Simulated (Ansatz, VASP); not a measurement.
# One calculation of Si2W, two programs

```
W Si
1.0
    -1.59255    1.59255    3.88589
     1.59255   -1.59255    3.88589
     1.59255    1.59255   -3.88589
W Si
1 2
Direct
  0.00000 0.00000 0.00000
  0.33465 0.33465 0.00000
  0.66535 0.66535 0.00000
```

Alike in both runs: functional LDA; k mesh 14 × 14 × 14; occupations fermi-dirac, width 0.08 eV; no spin polarisation.

Ansatz relaxed the structure, and its values are those at the end. VASP's run is a single point on that final structure, the one shown.

|  | VASP | Ansatz |
| --- | --- | --- |
| version | VASP 6.6.1 | Ansatz 0.2.0 |
| potentials or method | VASP PAW LDA potentials, release 64 (W_sv, Si) | PAW with Ansatz's default frozen-core files, scalar-relativistic |
| plane-wave cutoff (eV) | 520 | 420 |
| valence electrons in the cell | 22 | 22 |

|  | VASP | Ansatz | Ansatz less VASP |
| --- | --- | --- | --- |
| pressure (GPa) | 0.9 | 0.0 | -0.82 |
| rms of the force components (eV/Å) | 0.005 | 0.001 | -0.0042 |

LDA's correlation is that of Perdew and Zunger in VASP and of Perdew and Wang (1992) in Ansatz.

Spin-orbit coupling is off throughout.
